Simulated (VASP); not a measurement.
Zn3SeS2 (an interface model): single point with PBEsol

System: Zn3SeS2 (an interface model).

```
Zn Se S
1.0
     2.81669   -2.81669    0.00000
     0.00000    2.81669   -2.81669
    10.62017   10.62017   10.62017
Zn Se S
6 2 4
Direct
  0.00032 0.01451 0.00097
  0.99036 0.00240 0.51437
  0.33465 0.66110 0.18245
  0.33366 0.66715 0.67295
  0.64638 0.34276 0.35613
  0.67120 0.34245 0.83620
  0.00869 0.01127 0.13184
  0.33485 0.65572 0.31082
  0.00840 0.02362 0.63016
  0.33222 0.66475 0.79776
  0.65376 0.31238 0.47403
  0.65944 0.32999 0.96389
```

```
Program             : VASP 6.6.1
Task                : single point
Functional          : PBEsol
Potentials or basis : VASP PAW PBE potentials, release 64 (Zn, Se, S)
Cutoff              : 520 eV
k mesh              : 4 × 4 × 1
Occupations         : fermi-dirac, width 0.05 eV
Spin                : no spin polarisation
```

| Quantity | Value |
| --- | --- |
| Pressure | -1.3 GPa |
| Largest force | 2.080 eV/Å |
| Band gap on the k mesh | 1.02 eV |

Forces in eV/Å, atoms in the order of the input:
```
Zn  -0.098 -0.137  0.152
Zn  -0.991 -1.175 -0.730
Zn  -0.275 -0.276 -0.603
Zn  -0.047 -0.003 -0.400
Zn  -0.141 -1.284 -0.170
Zn   0.056  0.064  0.244
Se   0.119  0.105  0.518
Se  -0.409  0.826 -0.407
S    1.060  0.985  1.494
S    0.100  0.116 -0.095
S    0.709  0.868  0.403
S   -0.084 -0.089 -0.406
```

Stress tensor (GPa, compression positive):
```
-1.20  2.51  3.36
 2.51 -1.46  2.40
 3.36  2.40 -1.35
```

Levels at points of the mesh, in eV from the valence-band top:
```tsv
k point	band 50	band 51	band 52	band 53	band 54	band 55	band 56	band 57	band 58	band 59
(0.00, 0.00, 0.00)	-0.63	-0.50	-0.38	-0.09	0.00	1.02	1.83	2.01	2.11	2.53
(0.50, 0.00, 0.00)	-2.22	-1.86	-1.55	-1.17	-0.92	2.42	2.47	2.90	3.06	3.35
(0.00, 0.50, 0.00)	-2.13	-1.88	-1.54	-1.19	-0.92	2.41	2.46	2.81	3.10	3.34
(0.50, 0.50, 0.00)	-2.26	-1.86	-1.54	-1.20	-0.93	2.43	2.49	2.95	3.07	3.42
```

It took 5.9 min on 1 thread of Intel Xeon 8259CL (shared host), peak memory 0.42 GiB.

Caveat: the k points lie up to 0.46 Å⁻¹ apart; the PAW data sets were made with another functional, which shifts forces and pressure a little.
